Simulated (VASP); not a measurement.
# TiPtF6 (R-3m) in VASP: single point with r2SCAN+rVV10

Aim: the single point of TiPtF6 with r2SCAN+rVV10.

All numbers are computed with VASP 6.6.1; they aren't measurements. Logs are shortened: lines on timing, memory, paths and dates and some standing lists are left out, and cuts for length are marked.

**1. The cell of the first run**

It takes space group R-3m (No. 166, trigonal). The conventional cell has a = 6.358 Å, b = 6.358 Å, c = 7.428 Å, α = 90.00°, β = 90.00°, γ = 120.00°. Within 3.0 Å of Ti (site symmetry -3m) lie 12 F at 2.23 to 2.73 Å. Pt (site symmetry -3m) has 6 F at 2.01 Å within 2.7 Å. F (site symmetry m) has 1 Pt at 2.01 Å and 2 Ti at 2.23 to 2.73 Å and 5 F at 2.25 to 2.50 Å within 2.8 Å.

**2. Single point, r2SCAN+rVV10**

POSCAR

```
TiPtF6
1.0
    3.1790990091      1.8354536706      2.4761257091
   -3.1790990091      1.8354536706      2.4761257091
    0.0000000000     -3.6709073356      2.4761257132
Ti Pt F
1 1 6
Direct
    0.5000000000      0.5000000000      0.5000000000
    0.0000000000      0.0000000000      0.0000000000
    0.9252486421      0.3190340947      0.3190340947
    0.3190340947      0.9252486421      0.3190340947
    0.3190340947      0.3190340947      0.9252486421
    0.0747513579      0.6809659053      0.6809659053
    0.6809659053      0.0747513579      0.6809659053
    0.6809659053      0.6809659053      0.0747513579
```

INCAR.step1

```
PREC     = Accurate       # precision mode
ENCUT    = 770            # plane-wave cutoff, eV
ISMEAR   = -1             # smearing method
SIGMA    = 0.03           # smearing width, eV
LREAL    = F              # projectors in reciprocal space
LASPH    = T              # aspherical terms in the spheres
NELM     = 120            # most SCF steps
NBANDS   = 46             # bands
GGA      = PE             # functional
ALGO     = Normal         # electronic algorithm
EDIFF    = 1E-5           # SCF threshold, eV
LWAVE    = T              # write WAVECAR
LCHARG   = F              # write CHGCAR
GGA_COMPAT= F
```

INCAR.step2

```
PREC     = Accurate       # precision mode
ENCUT    = 770            # plane-wave cutoff, eV
EDIFF    = 1E-6           # SCF threshold, eV
ISMEAR   = -1             # smearing method
SIGMA    = 0.03           # smearing width, eV
LREAL    = F              # projectors in reciprocal space
LASPH    = T              # aspherical terms in the spheres
NELM     = 120            # most SCF steps
ALGO     = Normal         # electronic algorithm
ISIF     = 2              # what is computed and relaxed
LWAVE    = F              # write WAVECAR
LCHARG   = T              # write CHGCAR
METAGGA  = R2SCAN         # meta-GGA
LMIXTAU  = T            
LUSE_VDW = T            
IVDW_NL  = 2            
BPARAM   = 11.95        
CPARAM   = 0.0093       
LELF     = T              # ELF
LVHAR    = T            
NBANDS   = 46             # bands
ISTART   = 1            
GGA_COMPAT= F
```

KPOINTS

```
Automatic mesh
0
Gamma
  6 6 6
```

Potentials or basis: VASP PAW PBE potentials, release 64 (Ti_sv, Pt_sv_GW, F).

The run is started by

```
$ cat potpaw_PBE.64/Ti_sv/POTCAR potpaw_PBE.64/Pt_sv_GW/POTCAR potpaw_PBE.64/F/POTCAR > POTCAR
$ cp INCAR.step1 INCAR
$ mpirun -np 1 vasp_std > vasp.out
$ cp INCAR.step2 INCAR
$ mpirun -np 1 vasp_std > vasp.out
```

OUTCAR:

```text
PREC = Accurate
   ENCUT = 770
   EDIFF = 1E-6
   ISMEAR = -1
   LREAL = F
   LASPH = T
   NELM = 120
   ISIF = 2
   METAGGA = R2SCAN
   IVDW_NL = 2
   BPARAM = 11.95
   ISTART = 1

 ion  position               nearest neighbor table
   1  0.500  0.500  0.500-   3 2.23   4 2.23   6 2.23   7 2.23   5 2.23   8 2.23
   2  0.000  0.000  0.000-   3 2.01   4 2.01   6 2.01   7 2.01   5 2.01   8 2.01
   3  0.925  0.319  0.319-   2 2.01   1 2.23
   4  0.319  0.925  0.319-   2 2.01   1 2.23
   5  0.319  0.319  0.925-   2 2.01   1 2.23
   6  0.075  0.681  0.681-   2 2.01   1 2.23
   7  0.681  0.075  0.681-   2 2.01   1 2.23
   8  0.681  0.681  0.075-   2 2.01   1 2.23

  LATTYP: Found a trigonal (rhomboedric) cell.
 ALAT       =     4.4279520338
 COS(alpha) =    -0.0309373823

  Lattice vectors:

 A1 = (   3.1790990091,   1.8354536706,   2.4761257091)
 A2 = (  -3.1790990091,   1.8354536706,   2.4761257091)
 A3 = (   0.0000000000,  -3.6709073356,   2.4761257132)

Analysis of symmetry for initial positions (statically):
=====================================================================
 Subroutine PRICEL returns:
 Original cell was already a primitive cell.

 Routine SETGRP: Setting up the symmetry group for a
 trigonal (rhombohedral) supercell.

 Subroutine GETGRP returns: Found 12 space group operations
 (whereof 12 operations were pure point group operations)
 out of a pool of 12 trial point group operations.

The static configuration has the point symmetry D_3d.

Analysis of symmetry for dynamics (positions and initial velocities):
=====================================================================
 Subroutine PRICEL returns:
 Original cell was already a primitive cell.

 Routine SETGRP: Setting up the symmetry group for a
 trigonal (rhombohedral) supercell.

 Subroutine GETGRP returns: Found 12 space group operations
 (whereof 12 operations were pure point group operations)
 out of a pool of 12 trial point group operations.

The dynamic configuration has the point symmetry D_3d.

 Subroutine INISYM returns: Found 12 space group operations
 (whereof 12 operations are pure point group operations),
 and found     1 'primitive' translations

----------------------------------------------------------------------------------------

                                     Primitive cell

  volume of cell :      86.6905

  direct lattice vectors                    reciprocal lattice vectors
     3.179099009  1.835453671  2.476125709     0.157277266  0.090804072  0.134618906
    -3.179099009  1.835453671  2.476125709    -0.157277266  0.090804072  0.134618906
     0.000000000 -3.670907336  2.476125713     0.000000000 -0.181608143  0.134618906

  length of vectors
     4.427952034  4.427952034  4.427952034     0.226061424  0.226061424  0.226061424

  position of ions in fractional coordinates (direct lattice)
     0.500000000  0.500000000  0.500000000
     0.000000000  0.000000000  0.000000000
     0.925248642  0.319034095  0.319034095
     0.319034095  0.925248642  0.319034095
     0.319034095  0.319034095  0.925248642
     0.074751358  0.680965905  0.680965905
     0.680965905  0.074751358  0.680965905
     0.680965905  0.680965905  0.074751358

  ion indices of the primitive-cell ions
   primitive index   ion index
                 1           1
                 2           2
                 3           3
                 4           4
                 5           5
                 6           6
                 7           7
                 8           8

----------------------------------------------------------------------------------------

 KPOINTS: Automatic mesh

Automatic generation of k-mesh.
 Grid dimensions read from file:
 generate k-points for:    6    6    6

 Generating k-lattice:

  Cartesian coordinates                     Fractional coordinates (reciprocal lattice)
     0.026212878  0.015134012  0.022436484     0.166666667 -0.000000000  0.000000000
    -0.026212878  0.015134012  0.022436484    -0.000000000  0.166666667  0.000000000
     0.000000000 -0.030268024  0.022436484     0.000000000  0.000000000  0.166666667

  Length of vectors
     0.037676904  0.037676904  0.037676904

  Shift w.r.t. Gamma in fractional coordinates (k-lattice)
     0.000000000  0.000000000  0.000000000

 Subroutine IBZKPT returns following result:
 ===========================================

 Found     32 irreducible k-points:

 Following reciprocal coordinates:
            Coordinates               Weight
  0.000000  0.000000  0.000000      1.000000
  0.166667 -0.000000  0.000000      6.000000
  0.333333 -0.000000  0.000000      6.000000
  0.500000 -0.000000  0.000000      3.000000
  0.166667  0.166667  0.000000      6.000000
  0.333333  0.166667  0.000000     12.000000
[... 16 lines left out ...]
  0.500000  0.500000  0.166667      6.000000
 -0.333333  0.500000  0.166667     12.000000
 [... further k-points ...]
   k-points           NKPTS =     32   k-points in BZ     NKDIM =     32   number of bands    NBANDS=     46
   number of dos      NEDOS =    301   number of ions     NIONS =      8
   total plane-waves  NPLWV =  64000
   dimension x,y,z NGX =    40 NGY =   40 NGZ =   40
   dimension x,y,z NGXF=    80 NGYF=   80 NGZF=   80
   ions per type =               1   1   6
   NGX,Y,Z   is equivalent  to a cutoff of  15.02, 15.02, 15.02 a.u.
   NGXF,Y,Z  is equivalent  to a cutoff of  30.04, 30.04, 30.04 a.u.
 SYSTEM =  unknown system
   PREC   = accura    normal or accurate (medium, high low for compatibility)
   ISTART =      1    job   : 0-new  1-cont  2-samecut
   ICHARG =      0    charge: 1-file 2-atom 10-const
   ISPIN  =      1    spin polarized calculation?
   LNONCOLLINEAR =      F non collinear calculations
   LSORBIT =      F    spin-orbit coupling
   LASPH  =      T    aspherical Exc in radial PAW
   ENCUT  =  770.0 eV  56.59 Ry    7.52 a.u.  10.02 10.02 10.02*2*pi/ulx,y,z
   NELM   =    120;   NELMIN=  2; NELMDL=  0     # of ELM steps
   EDIFF  = 0.1E-05   stopping-criterion for ELM
   LREAL  =      F    real-space projection
   EDIFFG = 0.1E-04   stopping-criterion for IOM
   NSW    =      0    number of steps for IOM
   IBRION =     -1    ionic relax: 0-MD 1-quasi-New 2-CG
   NFREE  =      0    steps in history (QN), initial steepest desc. (CG)
   ISIF   =      2    stress and relaxation
   ISYM   =      2    0-nonsym 1-usesym 2-fastsym
   POTIM  = 0.5000    time-step for ionic-motion
   TEBEG  =    0.0;   TEEND  =   0.0 temperature during run
   PSTRESS=    0.0 pullay stress
   NELECT =      72.0000    total number of electrons
   NUPDOWN=      -1.0000    fix difference up-down
   EMIN   =  10.00;   EMAX   =-10.00  energy-range for DOS
   EFERMI =   0.00;   METHOD = LEGACY
   ISMEAR =    -1;   SIGMA  =   0.03  broadening in eV -4-tet -1-fermi 0-gaus
   EFERMI_NEDOS =   21; number of points for ismear=-14 and -15
   IALGO  =     38    algorithm
   IMIX   =      4    mixing-type and parameters
     AMIX     =   0.40;   BMIX     =  1.00
     AMIX_MAG =   1.60;   BMIX_MAG =  1.00
  volume/ion in A,a.u.               =      10.84        73.13
  Fermi-wavevector in a.u.,A,eV,Ry     =   1.538846  2.907997 32.219240  2.368047
  Thomas-Fermi vector in A             =   2.645157
   LORBIT       =      0    0 simple, 1 ext, 2 COOP (PROOUT), +10 PAW based schemes
   METAGGA = R2SCAN    functional components
   LHFCALC =     F    Hartree Fock is set to
   AEXX    =    0.0000 exact exchange contribution
   IVDW_NL    =     2    kernel type
   BPARAM     =11.9500
   IVDW    =     0    specifies the selected vdW correction
   LEPSILON=     F    determine dielectric tensor
   LRPA    =     F    only Hartree local field effects (RPA)
 non-spin polarized calculation
  energy-cutoff  :      770.00
  volume of cell :       86.69
 maximum number of plane-waves:      4228
   NGX = 21   NGY = 21   NGZ = 21

 number of electron      72.0000006 magnetization

 Free energy of the ion-electron system (eV)
  ---------------------------------------------------
  ext. energy  EPLUGINS =         0.00000000
  ---------------------------------------------------
  free energy    TOTEN  =       -95.87630631 eV

  energy without entropy =      -95.85212310  energy(sigma->0) =      -95.86421471

 E-fermi :   4.8681     XC(G=0): -11.9055

 val. band max:        4.8677867291   @ k =  -0.3333   0.3333   0.3333
 cond. band min:       4.8710388383   @ k =   0.3333   0.3333   0.1667
 fundamental gap:      0.0032521092
 Fermi energy:         4.8681221690

 k-point     1 :       0.0000    0.0000    0.0000
  band No.  band energies     occupation
      1     -97.4847      2.00000
      2     -56.4791      2.00000
      3     -51.3100      2.00000
      4     -50.9003      2.00000
      5     -50.9003      2.00000
      6     -31.6804      2.00000
[... 38 lines left out ...]
     45      13.9035      0.00000
     46      14.3201      0.00000

 k-point     2 :       0.1667   -0.0000    0.0000
  band No.  band energies     occupation
      1     -97.4847      2.00000
      2     -56.4791      2.00000
      3     -51.3100      2.00000
      4     -50.9003      2.00000
      5     -50.9002      2.00000
      6     -31.6823      2.00000
[... 38 lines left out ...]
     45      13.8158      0.00000
     46      14.4820      0.00000

 k-point     3 :       0.3333   -0.0000    0.0000
  band No.  band energies     occupation
      1     -97.4847      2.00000
      2     -56.4790      2.00000
      3     -51.3101      2.00000
      4     -50.9005      2.00000
      5     -50.9002      2.00000
      6     -31.6862      2.00000
[... 1018 lines left out ...]
     45      13.3105      0.00000
     46      13.5705      0.00000

 k-point    24 :      -0.3333    0.5000    0.1667
  band No.  band energies     occupation
      1     -97.4846      2.00000
      2     -56.4788      2.00000
      3     -51.3103      2.00000
      4     -50.9006      2.00000
      5     -50.9004      2.00000
      6     -31.6898      2.00000
[... 38 lines left out ...]
     45      13.8096      0.00000
     46      14.1744      0.00000

 [... further k-points ...]

------------------------ aborting loop because EDIFF is reached ----------------------------------------

  FORCE on cell =-STRESS in cart. coord.  units (eV):
  Direction    XX          YY          ZZ          XY          YZ          ZX
  --------------------------------------------------------------------------------------
  -------------------------------------------------------------------------------------
  Total        0.1427259      0.1427259      0.1027038      0.0000000     -0.0000000      0.0000000
  in kB        2.6378005      2.6378005      1.8981281      0.0000000     -0.0000000      0.0000000
  external PRESSURE =       2.3912430 kB  Pullay stress =       0.0000000 kB

 VOLUME and BASIS-vectors are now :
 -----------------------------------------------------------------------------
  energy-cutoff  :      770.00
  volume of cell :       86.69
      direct lattice vectors                 reciprocal lattice vectors
     3.179099009  1.835453671  2.476125709     0.157277266  0.090804072  0.134618906
    -3.179099009  1.835453671  2.476125709    -0.157277266  0.090804072  0.134618906
     0.000000000 -3.670907336  2.476125713     0.000000000 -0.181608143  0.134618906

 POSITION                                       TOTAL-FORCE (eV/Angst)
 -----------------------------------------------------------------------------------
      0.00000      0.00000      3.71419        -0.000000     -0.000000     -0.000000
      0.00000      0.00000      0.00000        -0.000000     -0.000000      0.000000
      1.92722      1.11268      3.87097        -0.026670     -0.015398      0.048301
     -1.92722      1.11268      3.87097         0.026670     -0.015398      0.048301
      0.00000     -2.22536      3.87097        -0.000000      0.030796      0.048301
     -1.92722     -1.11268      3.55741         0.026670      0.015398     -0.048301
      1.92722     -1.11268      3.55741        -0.026670      0.015398     -0.048301
      0.00000      2.22536      3.55741        -0.000000     -0.030796     -0.048301
 -----------------------------------------------------------------------------------
    total drift:                                0.000000      0.000000     -0.000000

  FREE ENERGIE OF THE ION-ELECTRON SYSTEM (eV)
  ---------------------------------------------------
  free  energy   TOTEN  =       -95.8763063134 eV

  energy  without entropy=      -95.8521230967  energy(sigma->0) =      -95.86421471
```

Run time: 9.4 min. Hardware: 1 thread of Intel Xeon 6975P-C (Granite Rapids), shared host; peak memory 0.62 GiB.

Results:

```
Free energy            : -95.8763 eV
Pressure               : 0.2 GPa
Largest force          : 0.057 eV/Å
Band gap on the k mesh : zero (bands 36 and 37 overlap by 0.56 eV)
```

Forces on the atoms (eV/Å):
```
Ti   0.000  0.000  0.000
Pt   0.000  0.000  0.000
F   -0.027 -0.015  0.048
F    0.027 -0.015  0.048
F    0.000  0.031  0.048
F    0.027  0.015 -0.048
F   -0.027  0.015 -0.048
F    0.000 -0.031 -0.048
```

Caveat: the PAW data sets were made with another functional, which shifts forces and pressure a little; spin-orbit coupling is left out, which moves the levels of the heavy elements; semilocal functionals often make such compounds metallic where correlation or magnetic order opens a gap, which also shifts bond lengths.
